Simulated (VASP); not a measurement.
# Cs2B3 (P-3m1) in VASP: notebook, part 2 of 2

VASP 6.6.1. The steps go on from the part before.

## Step 3: Relaxation of cell and atoms, PBE

The input, INCAR:

```
SYSTEM = Cs2B3
PREC = Accurate
ENCUT = 600
EDIFF = 1E-7
ISMEAR = 0
SIGMA = 0.1
LREAL = .FALSE.
LASPH = .TRUE.
NELM = 80
ALGO = Normal
ISIF = 3
LWAVE = .FALSE.
LCHARG = .FALSE.
GGA = PE
IBRION = 2
NSW = 100
EDIFFG = -0.01
```

The input, KPOINTS:

```
regular mesh
0
G
  12 12 4
  0 0 0
```

The input, POSCAR:

```
Cs2B3
1.0
    3.3518233525      0.0000000000      0.0000000000
   -1.6759116763      2.9027641723      0.0000000000
    0.0000000000      0.0000000000     11.0230286337
Cs B
2 3
Direct
    0.3333333333      0.6666666667      0.2234457657
    0.6666666667      0.3333333333      0.7765542343
    0.0000000000      0.0000000000      0.0000000000
    0.3333333333      0.6666666667      0.5021480302
    0.6666666667      0.3333333333      0.4978519698
```

Potentials or basis: VASP PAW PBE potentials, release 64 (Cs_sv, B).

Started as:

```bash
cat potpaw_PBE.64/Cs_sv/POTCAR potpaw_PBE.64/B/POTCAR > POTCAR
mpirun -np 1 vasp_std > vasp.out
```

OUTCAR:

```text
SYSTEM = Cs2B3
   PREC = Accurate
   ENCUT = 600
   EDIFF = 1E-7
   ISMEAR = 0
   LREAL = .FALSE.
   LASPH = .TRUE.
   NELM = 80
   ISIF = 3
   GGA = PE
   IBRION = 2
   NSW = 100
   EDIFFG = -0.01

 ion  position               nearest neighbor table
   1  0.333  0.667  0.223-
   2  0.667  0.333  0.777-
   3  0.000  0.000  0.000-
   4  0.333  0.667  0.502-   5 1.94   5 1.94   5 1.94
   5  0.667  0.333  0.498-   4 1.94   4 1.94   4 1.94

  LATTYP: Found a hexagonal cell.
 ALAT       =     3.3518233525
 C/A-ratio  =     3.2886663390

  Lattice vectors:

 A1 = (   3.3518233525,   0.0000000000,   0.0000000000)
 A2 = (  -1.6759116763,   2.9027641723,   0.0000000000)
 A3 = (   0.0000000000,   0.0000000000,  11.0230286337)

Analysis of symmetry for initial positions (statically):
=====================================================================
 Subroutine PRICEL returns:
 Original cell was already a primitive cell.

 Routine SETGRP: Setting up the symmetry group for a
 hexagonal supercell.

 Subroutine GETGRP returns: Found 12 space group operations
 (whereof 12 operations were pure point group operations)
 out of a pool of 24 trial point group operations.

The static configuration has the point symmetry D_3d.

Analysis of symmetry for dynamics (positions and initial velocities):
=====================================================================
 Subroutine PRICEL returns:
 Original cell was already a primitive cell.

 Routine SETGRP: Setting up the symmetry group for a
 hexagonal supercell.

 Subroutine GETGRP returns: Found 12 space group operations
 (whereof 12 operations were pure point group operations)
 out of a pool of 24 trial point group operations.

The dynamic configuration has the point symmetry D_3d.

 Subroutine INISYM returns: Found 12 space group operations
 (whereof 12 operations are pure point group operations),
 and found     1 'primitive' translations

----------------------------------------------------------------------------------------

                                     Primitive cell

  volume of cell :     107.2491

  direct lattice vectors                    reciprocal lattice vectors
     3.351823352  0.000000000  0.000000000     0.298345078  0.172249611  0.000000000
    -1.675911676  2.902764172  0.000000000     0.000000000  0.344499222  0.000000000
     0.000000000  0.000000000 11.023028634     0.000000000  0.000000000  0.090719169

  length of vectors
     3.351823352  3.351823353 11.023028634     0.344499222  0.344499222  0.090719169

  position of ions in fractional coordinates (direct lattice)
     0.333333333  0.666666667  0.223445766
     0.666666667  0.333333333  0.776554234
     0.000000000  0.000000000  0.000000000
     0.333333333  0.666666667  0.502148030
     0.666666667  0.333333333  0.497851970

  ion indices of the primitive-cell ions
   primitive index   ion index
                 1           1
                 2           2
                 3           3
                 4           4
[... 34 lines left out ...]
  0.333333  0.000000  0.000000      6.000000
  0.416667 -0.000000  0.000000      6.000000
[... 16 lines left out ...]
  0.166667 -0.000000  0.250000      6.000000
  0.000000  0.166667  0.250000      6.000000
 [... further k-points ...]
   k-points           NKPTS =     69   k-points in BZ     NKDIM =     69   number of bands    NBANDS=     17
   number of dos      NEDOS =    301   number of ions     NIONS =      5
   total plane-waves  NPLWV =  70560
   dimension x,y,z NGX =    28 NGY =   28 NGZ =   90
   dimension x,y,z NGXF=    56 NGYF=   56 NGZF=  180
   ions per type =               2   3
   NGX,Y,Z   is equivalent  to a cutoff of  13.89, 13.89, 13.57 a.u.
   NGXF,Y,Z  is equivalent  to a cutoff of  27.78, 27.78, 27.15 a.u.
 SYSTEM =  Cs2B3
   PREC   = accura    normal or accurate (medium, high low for compatibility)
   ISTART =      0    job   : 0-new  1-cont  2-samecut
   ICHARG =      2    charge: 1-file 2-atom 10-const
   ISPIN  =      1    spin polarized calculation?
   LNONCOLLINEAR =      F non collinear calculations
   LSORBIT =      F    spin-orbit coupling
   LASPH  =      T    aspherical Exc in radial PAW
   ENCUT  =  600.0 eV  44.10 Ry    6.64 a.u.   6.69  6.69 22.02*2*pi/ulx,y,z
   NELM   =     80;   NELMIN=  2; NELMDL= -5     # of ELM steps
   EDIFF  = 0.1E-06   stopping-criterion for ELM
   LREAL  =      F    real-space projection
   EDIFFG = -.1E-01   stopping-criterion for IOM
   NSW    =    100    number of steps for IOM
   IBRION =      2    ionic relax: 0-MD 1-quasi-New 2-CG
   NFREE  =      1    steps in history (QN), initial steepest desc. (CG)
   ISIF   =      3    stress and relaxation
   ISYM   =      2    0-nonsym 1-usesym 2-fastsym
   POTIM  = 0.5000    time-step for ionic-motion
   TEBEG  =    0.0;   TEEND  =   0.0 temperature during run
   PSTRESS=    0.0 pullay stress
   NELECT =      27.0000    total number of electrons
   NUPDOWN=      -1.0000    fix difference up-down
   EMIN   =  10.00;   EMAX   =-10.00  energy-range for DOS
   EFERMI =   0.00;   METHOD = LEGACY
   ISMEAR =     0;   SIGMA  =   0.10  broadening in eV -4-tet -1-fermi 0-gaus
   EFERMI_NEDOS =   21; number of points for ismear=-14 and -15
   IALGO  =     38    algorithm
   IMIX   =      4    mixing-type and parameters
     AMIX     =   0.40;   BMIX     =  1.00
     AMIX_MAG =   1.60;   BMIX_MAG =  1.00
  volume/ion in A,a.u.               =      21.45       144.75
  Fermi-wavevector in a.u.,A,eV,Ry     =   1.033709  1.953426 14.538554  1.068554
  Thomas-Fermi vector in A             =   2.167969
   LORBIT       =      0    0 simple, 1 ext, 2 COOP (PROOUT), +10 PAW based schemes
   GGA     = PE    functional components
   LHFCALC =     F    Hartree Fock is set to
   AEXX    =    0.0000 exact exchange contribution
   IVDW    =     0    specifies the selected vdW correction
   LEPSILON=     F    determine dielectric tensor
   LRPA    =     F    only Hartree local field effects (RPA)
 conjugate gradient relaxation of ions
 non-spin polarized calculation
 Gauss-broadening in eV      SIGMA  =   0.10
  energy-cutoff  :      600.00
  volume of cell :      107.25
 maximum number of plane-waves:      3620
 NGX is ok and might be reduce to    28
   NGX = 13   NGY = 13   NGZ = 45

--------------------------------------- Ionic step        1  -------------------------------------------

 number of electron      26.9999999 magnetization

 Free energy of the ion-electron system (eV)
  ---------------------------------------------------
  ext. energy  EPLUGINS =         0.00000000
  ---------------------------------------------------
  free energy    TOTEN  =       -13.90687584 eV

  energy without entropy =      -13.88880011  energy(sigma->0) =      -13.89783798

------------------------ aborting loop because EDIFF is reached ----------------------------------------

  FORCE on cell =-STRESS in cart. coord.  units (eV):
  Direction    XX          YY          ZZ          XY          YZ          ZX
  --------------------------------------------------------------------------------------
  -------------------------------------------------------------------------------------
  Total        0.2995213      0.2995213      0.2150305     -0.0000000     -0.0000000      0.0000000
  in kB        4.4744996      4.4744996      3.2123059     -0.0000000     -0.0000000      0.0000000
  external PRESSURE =       4.0537684 kB  Pullay stress =       0.0000000 kB
[... 182 lines left out ...]
--------------------------------------- Ionic step        6  -------------------------------------------

 number of electron      26.9999998 magnetization

 Free energy of the ion-electron system (eV)
  ---------------------------------------------------
  ext. energy  EPLUGINS =         0.00000000
  ---------------------------------------------------
  free energy    TOTEN  =       -13.90824059 eV

  energy without entropy =      -13.88996299  energy(sigma->0) =      -13.89910179

 E-fermi :   3.5215     XC(G=0):  -9.5359

 val. band max:        3.5011779690   @ k =   0.1667   0.0833   0.0000
 cond. band min:       3.5235421147   @ k =   0.0000   0.0000   0.5000
 fundamental gap:      0.0223641457
 Fermi energy:         3.5214958413

 k-point     1 :       0.0000    0.0000    0.0000
  band No.  band energies     occupation
      1     -20.3158      2.00000
      2     -20.3079      2.00000
      3      -7.6471      2.00000
      4      -7.0367      2.00000
      5      -5.2119      2.00000
      6      -4.4743      2.00000
[... 457 lines left out ...]
      4      -6.8954      2.00000
      5      -5.8812      2.00000
      6      -5.8577      2.00000
[... 9 lines left out ...]
     16       6.0437      0.00000
     17       6.4163      0.00000

 [... further k-points ...]

------------------------ aborting loop because EDIFF is reached ----------------------------------------

  FORCE on cell =-STRESS in cart. coord.  units (eV):
  Direction    XX          YY          ZZ          XY          YZ          ZX
  --------------------------------------------------------------------------------------
  -------------------------------------------------------------------------------------
  Total        0.0051685      0.0051685     -0.0176604     -0.0000000      0.0000000      0.0000000
  in kB        0.0764807      0.0764807     -0.2613266     -0.0000000      0.0000000      0.0000000
  external PRESSURE =      -0.0361218 kB  Pullay stress =       0.0000000 kB
[... 20 lines left out ...]
  FREE ENERGIE OF THE ION-ELECTRON SYSTEM (eV)
  ---------------------------------------------------
  free  energy   TOTEN  =       -13.9082405855 eV

  energy  without entropy=      -13.8899629940  energy(sigma->0) =      -13.89910179

 reached required accuracy - stopping structural energy minimisation
```

CONTCAR:

```text
Cs2B3
   1.00000000000000
     3.3618169947019103   -0.0000000000001719   -0.0000000000000000
    -1.6809084974012534    2.9114189203236047   -0.0000000000000000
     0.0000000000000000   -0.0000000000000000   11.0623637288772851
  Cs              B
     2     3
Direct
     0.3333333332999970    0.6666666667000030    0.2230941754532975
     0.6666666667000030    0.3333333332999970    0.7769058245467025
     0.0000000000000000    0.0000000000000000    0.0000000000000000
     0.3333333332999970    0.6666666667000030    0.5022430341768269
     0.6666666667000030    0.3333333332999970    0.4977569658231731

  0.00000000E+00  0.00000000E+00  0.00000000E+00
  0.00000000E+00  0.00000000E+00  0.00000000E+00
  0.00000000E+00  0.00000000E+00  0.00000000E+00
  0.00000000E+00  0.00000000E+00  0.00000000E+00
  0.00000000E+00  0.00000000E+00  0.00000000E+00
```

Wall time 18 min (1 thread of Intel Xeon 8259CL, shared host); peak memory 0.36 GiB.

Results:

```
Free energy                           : -13.9082 eV
Relaxed volume                        : 21.65 Å³/atom
Relaxed cell                          : a = 3.362 Å, b = 3.362 Å, c = 11.062 Å, α = 90.00°, β = 90.00°, γ = 120.00°
Space group after relaxing (to 0.1 Å) : P-3m1 (No. 164)
Energy gained by relaxing             : 0.3 meV/atom
Ionic steps                           : 6
Pressure after relaxing               : 0.0 GPa
Largest force after relaxing          : 0.007 eV/Å
Band gap on the k mesh                : zero (an odd number of electrons rules out a gap without spin polarisation)
```

Forces on the atoms (eV/Å):
```
Cs   0.000  0.000 -0.007
Cs   0.000  0.000  0.007
B    0.000  0.000  0.000
B    0.000  0.000 -0.002
B    0.000  0.000  0.002
```

The path:
| step | energy change (eV) | largest force (eV/Å) | pressure (GPa) | volume (Å³) |
| --- | --- | --- | --- | --- |
| 1 | 0.0000 | 0.0224 | 0.41 | 107.25 |
| 2 | -0.0013 | 0.0162 | 0.05 | 108.09 |
| 3 | -0.0013 | 0.0161 | 0.00 | 108.21 |
| 4 | -0.0013 | 0.0137 | 0.00 | 108.24 |
| 5 | -0.0013 | 0.0108 | -0.01 | 108.28 |
| 6 | -0.0014 | 0.0073 | 0.00 | 108.27 |

Final structure:
```
Cs B
1.0
     3.36182    0.00000    0.00000
    -1.68091    2.91142    0.00000
     0.00000    0.00000   11.06236
Cs B
2 3
Cartesian
  0.0000 1.9409 2.4679
  1.6809 0.9705 8.5944
  0.0000 0.0000 0.0000
  0.0000 1.9409 5.5560
  1.6809 0.9705 5.5064
```

Levels at points of the mesh, in eV from the Fermi level:
| k point | band 12 | band 13 | band 14 | band 15 | band 16 | band 17 |
| --- | --- | --- | --- | --- | --- | --- |
| (0.00, 0.00, 0.00) | 0.45 | 1.09 | 1.09 | 1.81 | 2.29 | 3.05 |
| (0.50, 0.00, 0.00) | -1.58 | -0.71 | -0.53 | 0.29 | 0.68 | 1.25 |
| (0.00, 0.00, 0.50) | 0.00 | 1.09 | 1.09 | 1.82 | 2.27 | 3.06 |
| (0.50, 0.00, 0.50) | -1.42 | -0.89 | -0.71 | 0.62 | 0.73 | 1.23 |

Caveat: spin-orbit coupling is left out, which moves the levels of the heavy elements.

The gap in the log of VASP goes by the Fermi energy; the results here count the filled bands.